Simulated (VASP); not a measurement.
La2O, 6 atoms in the cell. The structure is tetragonal, space group P4/nmm (No. 129). Conventional cell: a = 4.267 Å, b = 4.267 Å, c = 9.569 Å, α = 90.00°, β = 90.00°, γ = 90.00°. La (site symmetry 4mm) has 4 O at 2.41 Å within 3.2 Å. Within 4.4 Å of La (site symmetry 4mm) lie 13 La at 3.28 to 4.31 Å. Within 3.2 Å of O (site symmetry -4m2) lie 4 La at 2.41 Å and 4 O at 3.02 Å. 

- Program: VASP 6.6.1
- Task: relaxation of cell and atoms
- Functional: PBE
- Potentials or basis: VASP PAW PBE potentials, release 64 (La, O)
- Cutoff: 600 eV
- k mesh: 8 × 8 × 4
- Occupations: gaussian, width 0.1 eV
- Spin: no spin polarisation
- Dipole correction: no
- Further INCAR settings: ALGO = Normal; EDIFF = 1e-06; IBRION = 2; EDIFFG = -0.01; NSW = 100; ISIF = 3

Potentials or basis: VASP PAW PBE potentials, release 64 (La, O).

Command:

```bash
$ cat potpaw_PBE.64/La/POTCAR potpaw_PBE.64/O/POTCAR > POTCAR
$ mpirun -np 1 vasp_std > vasp.out
```

Hardware: 1 thread of Intel(R) Xeon(R) Platinum 8488C (Sapphire Rapids) (shared host).

**Question.** Estimate the wall time of this run.

**Answer.** It took 29 min on 1 thread of Intel(R) Xeon(R) Platinum 8488C (Sapphire Rapids) (shared host), peak memory 0.51 GiB. Counts: scf iterations 92, k points 45, ion steps 12.
